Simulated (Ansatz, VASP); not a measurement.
# Two plane-wave programs on BMoW3

```
B Mo W
1.0
     4.19954    0.00000    0.00000
     0.00000    4.19954    0.00000
     0.00000    0.00000    4.19954
B Mo W
1 1 3
Direct
  0.50000 0.50000 0.50000
  0.00000 0.00000 0.00000
  0.50000 0.00000 0.50000
  0.00000 0.50000 0.50000
  0.50000 0.50000 0.00000
```

Alike in both runs: task single point; functional PBE; k mesh 4 × 4 × 4; occupations gaussian, width 0.1 eV; collinear spin.

|  | VASP | Ansatz |
| --- | --- | --- |
| version | VASP 6.6.1 | Ansatz 0.2.0 |
| potentials or method | VASP PAW PBE potentials, release 64 (B, Mo_sv, W_sv), cutoff 520 eV | scalar-relativistic, plane waves, PAW |
| valence electrons in the cell | 59 | 59 |

```tsv
	VASP	Ansatz	Ansatz less VASP
gap on the k mesh at the Fermi level (eV)	none	none	-
pressure (GPa)	0.5	0.1	-0.41
net moment per atom (μB)	0.00	0.00	0.000
```

A gap of «none» marks a metal or a gap that the smearing closes. Ansatz's warnings: seeded moment not kept.

The k mesh is coarse, so the values compare programs but aren't converged. Neither program's run includes spin-orbit coupling.
